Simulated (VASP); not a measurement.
# BaS (Imm2) in VASP: notebook

BaS is run at these levels: LDA; tasks: single point.

Program: VASP 6.6.1. These are calculated values, not measurements. Logs are shortened: lines on timing, memory, paths and dates and some standing lists are left out, and cuts for length are marked.

### Step 1. The cell of the first run

It takes space group Imm2 (No. 44, orthorhombic). Conventional cell: a = 4.517 Å, b = 6.388 Å, c = 4.517 Å, α = 90.00°, β = 90.00°, γ = 90.00°. Ba (site symmetry mm2) has 6 S at 2.86 to 3.56 Å within 3.8 Å. S (site symmetry mm2) has 6 Ba at 2.86 to 3.56 Å within 3.8 Å.

### Step 2. Single point, LDA (all S atoms moved -0.500 Å, as atom 2 along Cartesian [1 -1 0])

INCAR

```
ALGO     = Normal         # electronic algorithm
EDIFF    = 1E-6           # SCF threshold, eV
ENCUT    = 520            # plane-wave cutoff, eV
GGA      = CA             # functional
ISIF     = 2              # what is computed and relaxed
ISMEAR   = 0              # smearing method
LASPH    = T              # aspherical terms in the spheres
LCHARG   = F              # write CHGCAR
LREAL    = F              # projectors in reciprocal space
LWAVE    = F              # write WAVECAR
NBANDS   = 15             # bands
NELM     = 60             # most SCF steps
PREC     = Accurate       # precision mode
SIGMA    = 0.05           # smearing width, eV
```

KPOINTS

```
k-points
0
Gamma
  8 8 8
```

POSCAR

```
BaS
1.0
    0.0000000000      3.1937500000      3.1937500000
    3.1937500000      0.0000000000      3.1937500000
    3.1937500000      3.1937500000      0.0000000000
Ba S
1 1
Direct
    0.0000000000      0.0000000000      0.0000000000
    0.6107016487      0.3892983513      0.5000000000
```

Potentials or basis: VASP PAW LDA potentials, release 64 (Ba_sv, S).

Launch:

```sh
cat potpaw_LDA.64/Ba_sv/POTCAR potpaw_LDA.64/S/POTCAR > POTCAR
mpirun -np 1 vasp_std > vasp.out
```

OUTCAR:

```text
EDIFF = 1E-6
   ENCUT = 520
   GGA = CA
   ISIF = 2
   ISMEAR = 0
   LASPH = T
   LREAL = F
   NELM = 60
   PREC = Accurate

 ion  position               nearest neighbor table
   1  0.000  0.000  0.000-   2 2.86   2 2.86   2 3.23   2 3.23   2 3.56   2 3.56
   2  0.611  0.389  0.500-   1 2.86   1 2.86   1 3.23   1 3.23   1 3.56   1 3.56

  LATTYP: Found a face centered cubic cell.
 ALAT       =     6.3875000000

  Lattice vectors:

 A1 = (   0.0000000000,   3.1937500000,   3.1937500000)
 A2 = (   3.1937500000,   0.0000000000,   3.1937500000)
 A3 = (   3.1937500000,   3.1937500000,   0.0000000000)

Analysis of symmetry for initial positions (statically):
=====================================================================
 Subroutine PRICEL returns:
 Original cell was already a primitive cell.

 Routine SETGRP: Setting up the symmetry group for a
 face centered cubic supercell.

 Subroutine GETGRP returns: Found  4 space group operations
 (whereof  4 operations were pure point group operations)
 out of a pool of 48 trial point group operations.

The static configuration has the point symmetry C_2v.

Analysis of symmetry for dynamics (positions and initial velocities):
=====================================================================
 Subroutine PRICEL returns:
 Original cell was already a primitive cell.

 Routine SETGRP: Setting up the symmetry group for a
 face centered cubic supercell.

 Subroutine GETGRP returns: Found  4 space group operations
 (whereof  4 operations were pure point group operations)
 out of a pool of 48 trial point group operations.

The dynamic configuration has the point symmetry C_2v.

 Subroutine INISYM returns: Found  4 space group operations
 (whereof  4 operations are pure point group operations),
 and found     1 'primitive' translations

----------------------------------------------------------------------------------------

                                     Primitive cell

  volume of cell :      65.1527

  direct lattice vectors                    reciprocal lattice vectors
     0.000000000  3.193750000  3.193750000    -0.156555773  0.156555773  0.156555773
     3.193750000  0.000000000  3.193750000     0.156555773 -0.156555773  0.156555773
     3.193750000  3.193750000  0.000000000     0.156555773  0.156555773 -0.156555773

  length of vectors
     4.516644565  4.516644565  4.516644565     0.271162553  0.271162553  0.271162553

  position of ions in fractional coordinates (direct lattice)
     0.000000000  0.000000000  0.000000000
     0.610701649  0.389298351  0.500000000

  ion indices of the primitive-cell ions
   primitive index   ion index
                 1           1
                 2           2

----------------------------------------------------------------------------------------

 KPOINTS: k-points

Automatic generation of k-mesh.
 Grid dimensions read from file:
 generate k-points for:    8    8    8

 Generating k-lattice:

  Cartesian coordinates                     Fractional coordinates (reciprocal lattice)
    -0.019569472  0.019569472  0.019569472     0.125000000  0.000000000  0.000000000
     0.019569472 -0.019569472  0.019569472     0.000000000  0.125000000  0.000000000
     0.019569472  0.019569472 -0.019569472     0.000000000  0.000000000  0.125000000

  Length of vectors
     0.033895319  0.033895319  0.033895319

  Shift w.r.t. Gamma in fractional coordinates (k-lattice)
     0.000000000  0.000000000  0.000000000

 Subroutine IBZKPT returns following result:
 ===========================================

 Found     95 irreducible k-points:

 Following reciprocal coordinates:
            Coordinates               Weight
  0.000000  0.000000  0.000000      1.000000
  0.125000  0.000000  0.000000      4.000000
  0.000000  0.000000  0.125000      4.000000
  0.250000  0.000000  0.000000      4.000000
  0.000000  0.000000  0.250000      4.000000
  0.375000  0.000000  0.000000      4.000000
[... 16 lines left out ...]
  0.125000  0.125000 -0.375000      4.000000
 -0.375000  0.125000  0.000000      4.000000
 [... further k-points ...]
   k-points           NKPTS =     95   k-points in BZ     NKDIM =     95   number of bands    NBANDS=     15
   number of dos      NEDOS =    301   number of ions     NIONS =      2
   total plane-waves  NPLWV =  46656
   dimension x,y,z NGX =    36 NGY =   36 NGZ =   36
   dimension x,y,z NGXF=    72 NGYF=   72 NGZF=   72
   ions per type =               1   1
   NGX,Y,Z   is equivalent  to a cutoff of  13.25, 13.25, 13.25 a.u.
   NGXF,Y,Z  is equivalent  to a cutoff of  26.50, 26.50, 26.50 a.u.
 SYSTEM =  unknown system
   PREC   = accura    normal or accurate (medium, high low for compatibility)
   ISTART =      0    job   : 0-new  1-cont  2-samecut
   ICHARG =      2    charge: 1-file 2-atom 10-const
   ISPIN  =      1    spin polarized calculation?
   LNONCOLLINEAR =      F non collinear calculations
   LSORBIT =      F    spin-orbit coupling
[... 32 lines left out ...]
   LEPSILON=     F    determine dielectric tensor
   LRPA    =     F    only Hartree local field effects (RPA)
 non-spin polarized calculation
 Gauss-broadening in eV      SIGMA  =   0.05
  energy-cutoff  :      520.00
  volume of cell :       65.15
 maximum number of plane-waves:      1807
 NGX is ok and might be reduce to    36
   NGX = 17   NGY = 17   NGZ = 17

 number of electron      16.0000001 magnetization

 Free energy of the ion-electron system (eV)
  ---------------------------------------------------
  ext. energy  EPLUGINS =         0.00000000
  ---------------------------------------------------
  free energy    TOTEN  =       -10.88240156 eV

  energy without entropy =      -10.88240156  energy(sigma->0) =      -10.88240156

 E-fermi :   1.3691     XC(G=0):  -8.9564

 val. band max:        1.0803902733   @ k =   0.0000   0.5000   0.5000
 cond. band min:       3.6584535340   @ k =   0.0000   0.5000   0.5000
 fundamental gap:      2.5780632607
 Fermi energy:         1.3691371431

 k-point     1 :       0.0000    0.0000    0.0000
  band No.  band energies     occupation
      1     -24.6954      2.00000
      2     -10.0982      2.00000
      3      -9.8509      2.00000
      4      -9.7658      2.00000
      5      -8.8318      2.00000
      6       0.8197      2.00000
      7       0.8542      2.00000
      8       0.9379      2.00000
      9       4.4389      0.00000
     10       4.8887      0.00000
     11       5.4274      0.00000
     12       5.6083      0.00000
     13       6.3024      0.00000
     14       6.6206      0.00000
     15       9.3218      0.00000

 k-point     2 :       0.1250    0.0000    0.0000
  band No.  band energies     occupation
      1     -24.6885      2.00000
      2     -10.3007      2.00000
      3      -9.8580      2.00000
      4      -9.7901      2.00000
      5      -8.6087      2.00000
      6       0.4420      2.00000
      7       0.7832      2.00000
      8       0.7940      2.00000
      9       4.7631      0.00000
     10       5.0896      0.00000
     11       5.4391      0.00000
     12       5.6946      0.00000
     13       6.9303      0.00000
     14       7.0456      0.00000
     15       9.9786      0.00000

 k-point     3 :       0.0000    0.0000    0.1250
  band No.  band energies     occupation
      1     -24.6880      2.00000
      2     -10.3491      2.00000
      3      -9.8613      2.00000
      4      -9.7889      2.00000
      5      -8.5522      2.00000
      6       0.4359      2.00000
      7       0.7788      2.00000
      8       0.9152      2.00000
      9       4.8147      0.00000
     10       4.8980      0.00000
     11       5.2690      0.00000
     12       5.6454      0.00000
     13       6.8830      0.00000
     14       7.3648      0.00000
     15       9.9508      0.00000
[... 343 lines left out ...]
 k-point    23 :       0.1250    0.1250   -0.3750
  band No.  band energies     occupation
      1     -24.6424      2.00000
      2     -11.1227      2.00000
      3      -9.9265      2.00000
      4      -9.9070      2.00000
      5      -7.7475      2.00000
      6      -0.5452      2.00000
      7       0.1994      2.00000
      8       0.5696      2.00000
      9       5.0606      0.00000
     10       6.6479      0.00000
     11       7.4111      0.00000
     12       7.7827      0.00000
     13       8.8514      0.00000
     14       9.4002      0.00000
     15      10.3665      0.00000

 k-point    24 :      -0.3750    0.1250    0.0000
  band No.  band energies     occupation
      1     -24.6481      2.00000
      2     -10.9556      2.00000
      3      -9.9094      2.00000
      4      -9.8998      2.00000
      5      -7.9450      2.00000
      6      -0.6249      2.00000
      7       0.1097      2.00000
      8       0.3246      2.00000
      9       5.6951      0.00000
     10       6.7072      0.00000
     11       7.2375      0.00000
     12       7.7962      0.00000
     13       8.6869      0.00000
     14      10.2284      0.00000
     15      10.5039      0.00000

 [... further k-points ...]

------------------------ aborting loop because EDIFF is reached ----------------------------------------

  FORCE on cell =-STRESS in cart. coord.  units (eV):
  Direction    XX          YY          ZZ          XY          YZ          ZX
  --------------------------------------------------------------------------------------
  -------------------------------------------------------------------------------------
  Total        1.1251230      1.1251230     -1.1346720      0.5543329      0.0000000      0.0000000
  in kB       27.6680048     27.6680048    -27.9028249     13.6316522      0.0000000      0.0000000
  external PRESSURE =       9.1443949 kB  Pullay stress =       0.0000000 kB

 VOLUME and BASIS-vectors are now :
 -----------------------------------------------------------------------------
  energy-cutoff  :      520.00
  volume of cell :       65.15
      direct lattice vectors                 reciprocal lattice vectors
     0.000000000  3.193750000  3.193750000    -0.156555773  0.156555773  0.156555773
     3.193750000  0.000000000  3.193750000     0.156555773 -0.156555773  0.156555773
     3.193750000  3.193750000  0.000000000     0.156555773  0.156555773 -0.156555773

 POSITION                                       TOTAL-FORCE (eV/Angst)
 -----------------------------------------------------------------------------------
      0.00000      0.00000      0.00000        -0.893010      0.893010      0.000000
      2.84020      3.54730      3.19375         0.893010     -0.893010      0.000000
 -----------------------------------------------------------------------------------
    total drift:                                0.000043     -0.000043      0.000000

  FREE ENERGIE OF THE ION-ELECTRON SYSTEM (eV)
  ---------------------------------------------------
  free  energy   TOTEN  =       -10.8824015606 eV

  energy  without entropy=      -10.8824015606  energy(sigma->0) =      -10.88240156
```

Wall time 2.3 min (1 thread of Intel Xeon 8259CL, shared host); peak memory 0.23 GiB.

What came out:

```yaml
Free_energy: -10.8824 eV
Pressure: 0.9 GPa
Largest_force: 1.263 eV/Å
Band_gap_on_the_k_mesh: 2.58 eV
```

Forces on the atoms (eV/Å):
```
Ba  -0.893  0.893  0.000
S    0.893 -0.893  0.000
```

Levels at points of the mesh, in eV from the valence-band top:
| k point | band 6 | band 7 | band 8 | band 9 | band 10 | band 11 |
| --- | --- | --- | --- | --- | --- | --- |
| (0.00, 0.00, 0.00) | -0.26 | -0.23 | -0.14 | 3.36 | 3.81 | 4.35 |
| (0.50, 0.00, 0.00) | -1.83 | -1.01 | -0.98 | 4.89 | 6.08 | 6.24 |
| (0.00, 0.00, 0.50) | -1.83 | -0.87 | -0.67 | 4.90 | 5.08 | 6.26 |
| (0.50, 0.50, 0.00) | -0.63 | -0.45 | -0.08 | 3.03 | 5.59 | 6.29 |
| (0.00, 0.50, 0.50) | -0.43 | -0.30 | 0.00 | 2.58 | 5.78 | 6.22 |

Caveat: the cell differs from its parent crystal (all S atoms moved -0.500 Å, as atom 2 along Cartesian [1 -1 0]); the stress differs along the axes, from -3 to 3 GPa; spin-orbit coupling is left out, which moves the levels of the heavy elements; forces of over 1 eV/Å act on the atoms, so gaps and moduli don't describe the material at rest.

### Step 3. Single point, LDA (all S atoms moved +0.375 Å, as atom 2 along Cartesian [1 -1 0])

INCAR

```
PREC     = Accurate       # precision mode
ENCUT    = 520            # plane-wave cutoff, eV
EDIFF    = 1E-6           # SCF threshold, eV
ISMEAR   = 0              # smearing method
SIGMA    = 0.05           # smearing width, eV
LREAL    = F              # projectors in reciprocal space
LASPH    = T              # aspherical terms in the spheres
NELM     = 80             # most SCF steps
ALGO     = Normal         # electronic algorithm
ISIF     = 2              # what is computed and relaxed
LWAVE    = F              # write WAVECAR
LCHARG   = F              # write CHGCAR
NBANDS   = 15             # bands
```

KPOINTS

```
Automatic mesh
0
Gamma
  8 8 8
```

POSCAR: that of step 2 with these lines changed.

```diff
@@ -9,2 +9,2 @@
     0.0000000000      0.0000000000      0.0000000000
-    0.6107016487      0.3892983513      0.5000000000
+    0.4169737635      0.5830262365      0.5000000000
```

Potentials or basis: VASP PAW LDA potentials, release 64 (Ba_sv, S).

Launch:

```sh
cat potpaw_LDA.64/Ba_sv/POTCAR potpaw_LDA.64/S/POTCAR > POTCAR
mpirun -np 1 vasp_std > vasp.out
```

Wall time 2.4 min (1 thread of Intel Xeon 8259CL, shared host); peak memory 0.23 GiB.

The run converged. Its results:

```yaml
Free_energy: -11.0138 eV
Pressure: -0.3 GPa
Largest_force: 0.852 eV/Å
Band_gap_on_the_k_mesh: 2.37 eV
```

Forces on the atoms (eV/Å):
```
Ba   0.603 -0.603  0.000
S   -0.603  0.603  0.000
```

Stress tensor (GPa, compression positive):
```
 0.72  0.66  0.00
 0.66  0.72  0.00
 0.00  0.00 -2.44
```

Levels at points of the mesh, in eV from the valence-band top:
```
           k point  band 6  band 7  band 8  band 9  band 10  band 11
(0.00, 0.00, 0.00)   -0.10   -0.09   -0.04    3.40     3.83     4.16
(0.50, 0.00, 0.00)   -1.85   -1.00   -0.97    5.09     6.06     6.18
(0.00, 0.00, 0.50)   -1.84   -0.92   -0.80    5.17     5.30     6.25
(0.50, 0.50, 0.00)   -0.43   -0.40   -0.05    2.65     5.76     6.17
(0.00, 0.50, 0.50)   -0.34   -0.26    0.00    2.37     5.87     6.14
```

Caveat: the cell differs from its parent crystal (all S atoms moved +0.375 Å, as atom 2 along Cartesian [1 -1 0]); spin-orbit coupling is left out, which moves the levels of the heavy elements. A k mesh can miss the band edges.

### Step 4. Single point, LDA (all S atoms moved -0.250 Å, as atom 2 along Cartesian [1 -1 0])

INCAR

```
PREC = Accurate ; ENCUT = 520
EDIFF = 1E-6 ; ISMEAR = 0
SIGMA = 0.05 ; LREAL = False
LASPH = True ; NELM = 80
ALGO = Normal ; ISIF = 2
LWAVE = False ; LCHARG = True
LELF = True ; LVHAR = True
NBANDS = 15
```

KPOINTS is that of step 3.

POSCAR: that of step 3 with these lines changed.

```diff
@@ -9,2 +9,2 @@
     0.0000000000      0.0000000000      0.0000000000
-    0.4169737635      0.5830262365      0.5000000000
+    0.5553508244      0.4446491756      0.5000000000
```

Launch:

```sh
cat potpaw_LDA.64/Ba_sv/POTCAR potpaw_LDA.64/S/POTCAR > POTCAR
mpirun -np 1 vasp_std > vasp.out
```

Wall time 2.4 min (1 thread of Intel Xeon 8259CL, shared host); peak memory 0.23 GiB.

It converged, with:

```yaml
Free_energy: -11.0985 eV
Pressure: -1.2 GPa
Largest_force: 0.515 eV/Å
Band_gap_on_the_k_mesh: 2.15 eV (least direct gap 2.20 eV)
```

Forces on the atoms (eV/Å):
```
Ba  -0.365  0.365  0.000
S    0.365 -0.365  0.000
```

Stress tensor (GPa, compression positive):
```
-0.72  0.26  0.00
 0.26 -0.72  0.00
 0.00  0.00 -2.14
```

Levels at points of the mesh, in eV from the valence-band top:
```
           k point  band 4  band 5  band 6  band 7  band 8  band 9  band 10  band 11  band 12  band 13
(0.00, 0.00, 0.00)  -10.96  -10.15   -0.03   -0.02    0.00    3.38     3.78     3.94     3.98     4.86
(0.50, 0.00, 0.00)  -11.01   -8.96   -1.92   -1.04   -1.03    5.21     5.82     6.20     6.33     8.35
(0.00, 0.00, 0.50)  -11.01   -8.91   -1.92   -1.00   -0.95    5.34     5.39     6.22     6.32     8.26
(0.50, 0.50, 0.00)  -11.18  -10.01   -0.46   -0.26   -0.08    2.28     5.83     6.03     7.49     7.51
(0.00, 0.50, 0.50)  -11.16   -9.98   -0.42   -0.18   -0.05    2.15     5.88     6.02     7.09     7.48
```

Caveat: the cell differs from its parent crystal (all S atoms moved -0.250 Å, as atom 2 along Cartesian [1 -1 0]); spin-orbit coupling is left out, which moves the levels of the heavy elements.

### Step 5. Single point, LDA (all S atoms moved +0.125 Å, as atom 2 along Cartesian [1 -1 0])

INCAR

```
  PREC = Accurate
  ENCUT = 520
  EDIFF = 1E-7
  ISMEAR = 0
  SIGMA = 0.05
  LREAL = False
  LASPH = True
  NELM = 80
  ALGO = Normal
  ISIF = 2
  LWAVE = False
  LCHARG = False
  NBANDS = 15
```

KPOINTS is that of step 4.

POSCAR: that of step 4 with these lines changed.

```diff
@@ -9,2 +9,2 @@
     0.0000000000      0.0000000000      0.0000000000
-    0.5553508244      0.4446491756      0.5000000000
+    0.4723245878      0.5276754122      0.5000000000
```

Launch:

```sh
cat potpaw_LDA.64/Ba_sv/POTCAR potpaw_LDA.64/S/POTCAR > POTCAR
mpirun -np 1 vasp_std > vasp.out
```

It took 99 s on 1 thread of Intel Xeon 8259CL, shared host; peak memory 0.24 GiB.

Results (log left out):

```yaml
Free_energy: -11.1452 eV
Pressure: -1.7 GPa
Largest_force: 0.240 eV/Å
Band_gap_on_the_k_mesh: 1.97 eV (least direct gap 2.08 eV)
```

Forces on the atoms (eV/Å):
```
Ba   0.169 -0.169  0.000
S   -0.169  0.169  0.000
```

Stress tensor (GPa, compression positive):
```
-1.56  0.06  0.00
 0.06 -1.56  0.00
 0.00  0.00 -1.92
```

Levels at points of the mesh, in eV from the valence-band top:
```tsv
k point	band 6	band 7	band 8	band 9	band 10	band 11
(0.00, 0.00, 0.00)	-0.01	-0.01	0.00	3.33	3.72	3.76
(0.50, 0.00, 0.00)	-1.99	-1.10	-1.09	5.30	5.60	6.18
(0.00, 0.00, 0.50)	-1.99	-1.09	-1.07	5.40	5.43	6.18
(0.50, 0.50, 0.00)	-0.52	-0.17	-0.12	2.01	5.83	5.90
(0.00, 0.50, 0.50)	-0.51	-0.15	-0.12	1.97	5.85	5.90
```

Caveat: the cell differs from its parent crystal (all S atoms moved +0.125 Å, as atom 2 along Cartesian [1 -1 0]); spin-orbit coupling is left out, which moves the levels of the heavy elements. A k mesh can miss the band edges.

### Step 6. The runs side by side

| cell | gap on the mesh (eV) | pressure (GPa) | largest force (eV/Å) |
| --- | --- | --- | --- |
| as given, atomic positions A | 2.58 | 0.9 | 1.26 |
| as given, atomic positions B | 2.37 | -0.3 | 0.85 |
| as given, atomic positions C | 2.15 | -1.2 | 0.52 |
| as given, atomic positions D | 1.97 | -1.7 | 0.24 |

Alike in all rows: task single point; level LDA; potentials or basis VASP PAW LDA potentials, release 64 (Ba_sv, S); no spin polarisation; k mesh 8 × 8 × 8; cutoff (eV) 520; smearing gaussian 0.05 eV.

Caveats: spin-orbit coupling is left out, which moves the levels of the heavy elements; the stress differs along the axes, from -3 to 3 GPa (at least some runs); forces of over 1 eV/Å act on the atoms, so gaps and moduli don't describe the material at rest (at least some runs).

Total energies depend on the potentials used, so only differences within one code and one set of settings carry meaning.
